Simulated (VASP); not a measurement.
# WSe2 in VASP: single point with PBE

Aim: the single point of WSe2 with PBE.

Program: VASP 6.6.1. These are calculated values, not measurements. Logs are shortened: lines on timing, memory, paths and dates and some standing lists are left out, and cuts for length are marked.

## Step 1: The cell of the first run

The cell holds a slab with vacuum, 12 atoms: a = 3.321 Å, b = 3.321 Å, c = 38.770 Å, α = 90.00°, β = 90.00°, γ = 120.00°.

## Step 2: Single point, PBE

The input, INCAR:

```
PREC = Accurate
ENCUT = 520
EDIFF = 1E-6
ISMEAR = 0
SIGMA = 0.05
LREAL = F
LASPH = T
NELM = 60
ALGO = Normal
ISIF = 2
LWAVE = F
LCHARG = F
GGA = PE
NBANDS = 64
KPAR = 4
```

The input, KPOINTS:

```
Automatic mesh
0
Gamma
  12 12 1
```

The input, POSCAR:

```
WSe2
1.0
    3.3206779314      0.0000000000      0.0000000000
   -1.6603389657      2.8757914463      0.0000000000
    0.0000000000      0.0000000000     38.7701078913
W Se
4 8
Direct
    0.6666666667      0.3333333333      0.9017078408
    0.6666666667      0.3333333333      0.2946354236
    0.3333333333      0.6666666667      0.7053645764
    0.3333333333      0.6666666667      0.0982921592
    0.3594977523      0.6797488761      0.9466946825
    0.3594977523      0.6797488761      0.3396173771
    0.6928310856      0.3464155428      0.7503521150
    0.6928310856      0.3464155428      0.1432790617
    0.3594977523      0.6797488761      0.8601187493
    0.3594977523      0.6797488761      0.2530456960
    0.6928310856      0.3464155428      0.6637804339
    0.6928310856      0.3464155428      0.0567031285
```

Potentials or basis: VASP PAW PBE potentials, release 64 (W_sv, Se).

Command:

```
> cat potpaw_PBE.64/W_sv/POTCAR potpaw_PBE.64/Se/POTCAR > POTCAR
> mpirun -np 4 vasp_std > vasp.out
```

OUTCAR:

```text
PREC = Accurate
   ENCUT = 520
   EDIFF = 1E-6
   ISMEAR = 0
   LREAL = F
   LASPH = T
   NELM = 60
   ISIF = 2
   GGA = PE

 ion  position               nearest neighbor table
   1  0.667  0.333  0.902-   9 2.48   9 2.48   9 2.56   5 2.56   5 2.56   5 2.65
   2  0.667  0.333  0.295-  10 2.48  10 2.48  10 2.56   6 2.56   6 2.56   6 2.65
   3  0.333  0.667  0.705-  11 2.45  11 2.53  11 2.53   7 2.54   7 2.62   7 2.62
   4  0.333  0.667  0.098-  12 2.45  12 2.53  12 2.53   8 2.54   8 2.62   8 2.62
   5  0.359  0.680  0.947-   1 2.56   1 2.56   1 2.65
   6  0.359  0.680  0.340-   2 2.56   2 2.56   2 2.65
   7  0.693  0.346  0.750-   3 2.54   3 2.62   3 2.62
   8  0.693  0.346  0.143-   4 2.54   4 2.62   4 2.62
   9  0.359  0.680  0.860-   1 2.48   1 2.48   1 2.56
  10  0.359  0.680  0.253-   2 2.48   2 2.48   2 2.56
  11  0.693  0.346  0.664-   3 2.45   3 2.53   3 2.53
  12  0.693  0.346  0.057-   4 2.45   4 2.53   4 2.53

  LATTYP: Found a hexagonal cell.
 ALAT       =     3.3206779314
 C/A-ratio  =    11.6753592767

  Lattice vectors:

 A1 = (   3.3206779314,   0.0000000000,   0.0000000000)
 A2 = (  -1.6603389657,   2.8757914463,   0.0000000000)
 A3 = (   0.0000000000,   0.0000000000,  38.7701078913)

Analysis of symmetry for initial positions (statically):
=====================================================================
 Subroutine PRICEL returns:
 Original cell was already a primitive cell.

 Routine SETGRP: Setting up the symmetry group for a
 hexagonal supercell.

 Subroutine GETGRP returns: Found  2 space group operations
 (whereof  2 operations were pure point group operations)
 out of a pool of 24 trial point group operations.

The static configuration has the point symmetry C_1h.

Analysis of symmetry for dynamics (positions and initial velocities):
=====================================================================
 Subroutine PRICEL returns:
 Original cell was already a primitive cell.

 Routine SETGRP: Setting up the symmetry group for a
 hexagonal supercell.

 Subroutine GETGRP returns: Found  2 space group operations
 (whereof  2 operations were pure point group operations)
 out of a pool of 24 trial point group operations.

The dynamic configuration has the point symmetry C_1h.

 Subroutine INISYM returns: Found  2 space group operations
 (whereof  2 operations are pure point group operations),
 and found     1 'primitive' translations

----------------------------------------------------------------------------------------

                                     Primitive cell

  volume of cell :     370.2381

  direct lattice vectors                    reciprocal lattice vectors
     3.320677931  0.000000000  0.000000000     0.301143327  0.173865181  0.000000000
    -1.660338966  2.875791446  0.000000000     0.000000000  0.347730362  0.000000000
     0.000000000  0.000000000 38.770107891     0.000000000  0.000000000  0.025793067

  length of vectors
     3.320677931  3.320677931 38.770107891     0.347730362  0.347730362  0.025793067

  position of ions in fractional coordinates (direct lattice)
     0.666666667  0.333333333  0.901707841
     0.666666667  0.333333333  0.294635424
     0.333333333  0.666666667  0.705364576
     0.333333333  0.666666667  0.098292159
     0.359497752  0.679748876  0.946694683
     0.359497752  0.679748876  0.339617377
     0.692831086  0.346415543  0.750352115
     0.692831086  0.346415543  0.143279062
     0.359497752  0.679748876  0.860118749
     0.359497752  0.679748876  0.253045696
     0.692831086  0.346415543  0.663780434
     0.692831086  0.346415543  0.056703128

  ion indices of the primitive-cell ions
   primitive index   ion index
                 1           1
                 2           2
                 3           3
                 4           4
                 5           5
                 6           6
                 7           7
                 8           8
                 9           9
                10          10
                11          11
                12          12

----------------------------------------------------------------------------------------

 KPOINTS: Automatic mesh

Automatic generation of k-mesh.
 Grid dimensions read from file:
 generate k-points for:   12   12    1

 Generating k-lattice:

  Cartesian coordinates                     Fractional coordinates (reciprocal lattice)
     0.025095277  0.014488765  0.000000000     0.083333333  0.000000000  0.000000000
     0.000000000  0.028977530  0.000000000     0.000000000  0.083333333  0.000000000
     0.000000000  0.000000000  0.025793067     0.000000000  0.000000000  1.000000000

  Length of vectors
     0.028977530  0.028977530  0.025793067

  Shift w.r.t. Gamma in fractional coordinates (k-lattice)
     0.000000000  0.000000000  0.000000000

 Subroutine IBZKPT returns following result:
 ===========================================

 Found     43 irreducible k-points:

 Following reciprocal coordinates:
            Coordinates               Weight
  0.000000  0.000000  0.000000      1.000000
  0.083333  0.000000  0.000000      2.000000
  0.000000  0.083333  0.000000      4.000000
  0.166667  0.000000  0.000000      2.000000
  0.000000  0.166667  0.000000      4.000000
  0.250000  0.000000  0.000000      2.000000
[... 16 lines left out ...]
 -0.083333  0.416667  0.000000      4.000000
 -0.416667  0.333333  0.000000      4.000000
 [... further k-points ...]
   k-points           NKPTS =     43   k-points in BZ     NKDIM =     43   number of bands    NBANDS=     64
   number of dos      NEDOS =    301   number of ions     NIONS =     12
   total plane-waves  NPLWV = 225792
   dimension x,y,z NGX =    28 NGY =   28 NGZ =  288
   dimension x,y,z NGXF=    56 NGYF=   56 NGZF=  576
   ions per type =               4   8
   NGX,Y,Z   is equivalent  to a cutoff of  14.02, 14.02, 12.35 a.u.
   NGXF,Y,Z  is equivalent  to a cutoff of  28.04, 28.04, 24.70 a.u.
 SYSTEM =  unknown system
   PREC   = accura    normal or accurate (medium, high low for compatibility)
   ISTART =      0    job   : 0-new  1-cont  2-samecut
   ICHARG =      2    charge: 1-file 2-atom 10-const
   ISPIN  =      1    spin polarized calculation?
   LNONCOLLINEAR =      F non collinear calculations
   LSORBIT =      F    spin-orbit coupling
   LASPH  =      T    aspherical Exc in radial PAW
   ENCUT  =  520.0 eV  38.22 Ry    6.18 a.u.   6.17  6.17 72.09*2*pi/ulx,y,z
   NELM   =     60;   NELMIN=  2; NELMDL= -5     # of ELM steps
   EDIFF  = 0.1E-05   stopping-criterion for ELM
   LREAL  =      F    real-space projection
   EDIFFG = 0.1E-04   stopping-criterion for IOM
   NSW    =      0    number of steps for IOM
   IBRION =     -1    ionic relax: 0-MD 1-quasi-New 2-CG
   NFREE  =      0    steps in history (QN), initial steepest desc. (CG)
   ISIF   =      2    stress and relaxation
   ISYM   =      2    0-nonsym 1-usesym 2-fastsym
   POTIM  = 0.5000    time-step for ionic-motion
   TEBEG  =    0.0;   TEEND  =   0.0 temperature during run
   PSTRESS=    0.0 pullay stress
   NELECT =     104.0000    total number of electrons
   NUPDOWN=      -1.0000    fix difference up-down
   EMIN   =  10.00;   EMAX   =-10.00  energy-range for DOS
   EFERMI =   0.00;   METHOD = LEGACY
   ISMEAR =     0;   SIGMA  =   0.05  broadening in eV -4-tet -1-fermi 0-gaus
   EFERMI_NEDOS =   21; number of points for ismear=-14 and -15
   IALGO  =     38    algorithm
   IMIX   =      4    mixing-type and parameters
     AMIX     =   0.40;   BMIX     =  1.00
     AMIX_MAG =   1.60;   BMIX_MAG =  1.00
  volume/ion in A,a.u.               =      30.85       208.21
  Fermi-wavevector in a.u.,A,eV,Ry     =   1.072158  2.026085 15.640214  1.149523
  Thomas-Fermi vector in A             =   2.207920
   LORBIT       =      0    0 simple, 1 ext, 2 COOP (PROOUT), +10 PAW based schemes
   GGA     = PE    functional components
   LHFCALC =     F    Hartree Fock is set to
   AEXX    =    0.0000 exact exchange contribution
   IVDW    =     0    specifies the selected vdW correction
   LEPSILON=     F    determine dielectric tensor
   LRPA    =     F    only Hartree local field effects (RPA)
 non-spin polarized calculation
 Gauss-broadening in eV      SIGMA  =   0.05
  energy-cutoff  :      520.00
  volume of cell :      370.24
 maximum number of plane-waves:     10020
 NGX is ok and might be reduce to    28
   NGX = 13   NGY = 13   NGZ =145

 number of electron     104.0000002 magnetization

 Free energy of the ion-electron system (eV)
  ---------------------------------------------------
  ext. energy  EPLUGINS =         0.00000000
  ---------------------------------------------------
  free energy    TOTEN  =       -86.06251073 eV

  energy without entropy =      -86.06251073  energy(sigma->0) =      -86.06251073

 E-fermi :   2.5927     XC(G=0):  -7.6682

 val. band max:        2.2427789344   @ k =   0.3333   0.3333   0.0000
 cond. band min:       3.6133712129   @ k =   0.1667   0.1667   0.0000
 fundamental gap:      1.3705922784
 Fermi energy:         2.5927244313

 k-point     1 :       0.0000    0.0000    0.0000
  band No.  band energies     occupation
      1     -71.9934      2.00000
      2     -71.9369      2.00000
      3     -71.8824      2.00000
      4     -71.8251      2.00000
      5     -36.2187      2.00000
      6     -36.1629      2.00000
[... 56 lines left out ...]
     63       5.4153      0.00000
     64       5.4966      0.00000

 k-point     2 :       0.0833    0.0000    0.0000
  band No.  band energies     occupation
      1     -71.9929      2.00000
      2     -71.9363      2.00000
      3     -71.8818      2.00000
      4     -71.8245      2.00000
      5     -36.2161      2.00000
      6     -36.1602      2.00000
[... 1463 lines left out ...]
     63       5.5615      0.00000
     64       5.6475      0.00000

 k-point    24 :      -0.4167    0.3333    0.0000
  band No.  band energies     occupation
      1     -71.9856      2.00000
      2     -71.9291      2.00000
      3     -71.8745      2.00000
      4     -71.8173      2.00000
      5     -36.2936      2.00000
      6     -36.2313      2.00000
[... 56 lines left out ...]
     63       5.5594      0.00000
     64       5.6949      0.00000

 [... further k-points ...]

------------------------ aborting loop because EDIFF is reached ----------------------------------------

  FORCE on cell =-STRESS in cart. coord.  units (eV):
  Direction    XX          YY          ZZ          XY          YZ          ZX
  --------------------------------------------------------------------------------------
  -------------------------------------------------------------------------------------
  Total        1.2326467      1.2598538      1.8143221     -0.0235620      0.4765504      0.8254087
  in kB        5.3341848      5.4519213      7.8513408     -0.1019628      2.0622355      3.5718932
  external PRESSURE =       6.2124823 kB  Pullay stress =       0.0000000 kB

 VOLUME and BASIS-vectors are now :
 -----------------------------------------------------------------------------
  energy-cutoff  :      520.00
  volume of cell :      370.24
      direct lattice vectors                 reciprocal lattice vectors
     3.320677931  0.000000000  0.000000000     0.301143327  0.173865181  0.000000000
    -1.660338966  2.875791446  0.000000000     0.000000000  0.347730362  0.000000000
     0.000000000  0.000000000 38.770107891     0.000000000  0.000000000  0.025793067

 POSITION                                       TOTAL-FORCE (eV/Angst)
 -----------------------------------------------------------------------------------
      1.66034      0.95860     34.95931         1.143411      0.660148      1.851121
      1.66034      0.95860     11.42305         1.144130      0.660564      1.852459
     -0.00000      1.91719     27.34706         1.195449      0.690193      1.855193
     -0.00000      1.91719      3.81080         1.194517      0.689655      1.853296
      0.06516      1.95482     36.70345        -0.493855     -0.285128     -0.752755
      0.06516      1.95482     13.16700        -0.494467     -0.285481     -0.753716
      1.72550      0.99622     29.09123        -0.506405     -0.292373     -0.750221
      1.72550      0.99622      5.55494        -0.506210     -0.292260     -0.749930
      0.06516      1.95482     33.34690        -0.649561     -0.375024     -1.098256
      0.06516      1.95482      9.81061        -0.649694     -0.375101     -1.098300
      1.72550      0.99622     25.73484        -0.689023     -0.397808     -1.105390
      1.72550      0.99622      2.19839        -0.688292     -0.397386     -1.103499
 -----------------------------------------------------------------------------------
    total drift:                                0.000053      0.000031     -0.000024

  FREE ENERGIE OF THE ION-ELECTRON SYSTEM (eV)
  ---------------------------------------------------
  free  energy   TOTEN  =       -86.0625107348 eV

  energy  without entropy=      -86.0625107348  energy(sigma->0) =      -86.06251073
```

Wall time 7 min (4 MPI ranks of AMD EPYC 7R13 (Zen 3), shared host); peak memory 1 GiB.

Results:

```yaml
Free_energy: -86.0625 eV
Largest_force: 2.312 eV/Å
Band_gap_on_the_k_mesh: 1.37 eV
```

Forces on the atoms (eV/Å):
```
W    1.143  0.660  1.851
W    1.144  0.661  1.852
W    1.195  0.690  1.855
W    1.195  0.690  1.853
Se  -0.494 -0.285 -0.753
Se  -0.494 -0.285 -0.754
Se  -0.506 -0.292 -0.750
Se  -0.506 -0.292 -0.750
Se  -0.650 -0.375 -1.098
Se  -0.650 -0.375 -1.098
Se  -0.689 -0.398 -1.105
Se  -0.688 -0.397 -1.103
```

Levels at points of the mesh, in eV from the valence-band top:
```
           k point  band 49  band 50  band 51  band 52  band 53  band 54  band 55  band 56
(0.00, 0.00, 0.00)    -0.50    -0.37    -0.24    -0.13     2.34     2.40     2.45     2.51
(0.50, 0.00, 0.00)    -1.00    -0.99    -0.89    -0.88     2.18     2.22     2.29     2.33
(0.00, 0.50, 0.00)    -0.88    -0.78    -0.76    -0.67     2.14     2.25     2.26     2.36
```

Caveat: the cell differs from its parent crystal (all Se atoms moved -0.100 Å, as atom 5 towards its neighbour atom 1 (W) at 2.548 Å); there is no dipole correction, which matters where the two faces differ; spin-orbit coupling is left out, which moves the levels of the heavy elements.
